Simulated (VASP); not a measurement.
Runs of VASP 6.6.1 on TaS2. Symmetry: P-3m1, No. 164, trigonal system. Conventional cell: a = 3.350 Å, b = 3.350 Å, c = 5.860 Å, α = 90.00°, β = 90.00°, γ = 120.00°. Within 3.2 Å of Ta (site symmetry -3m) lie 6 S at 2.43 Å. S (site symmetry 3m) has 3 Ta at 2.43 Å within 3.2 Å. 

```csv
smearing,gap on the mesh (eV),pressure (GPa),largest force (eV/Å)
methfessel-paxton 0.2 eV,none,2.1,0.70
methfessel-paxton 0.3 eV,none,2.1,0.68
methfessel-paxton 0.5 eV,none,2.1,0.70
methfessel-paxton 0.1 eV,none,2.2,(a)
```

Alike in all rows: task single point; level LDA; potentials or basis VASP PAW LDA potentials, release 64 (Ta_pv, S); no spin polarisation; cell as given; k mesh 5 × 5 × 3; cutoff (eV) 500.

Question: Fill in the values left out.

Answer: (a) 0.73.

Caveats: all runs use coarse meshes; spin-orbit coupling is left out, which moves the levels of the heavy elements.

A k mesh can miss the band edges, and the runs leave out spin-orbit coupling on Ta.

A gap of «none» marks levels without a gap at the run's occupations.
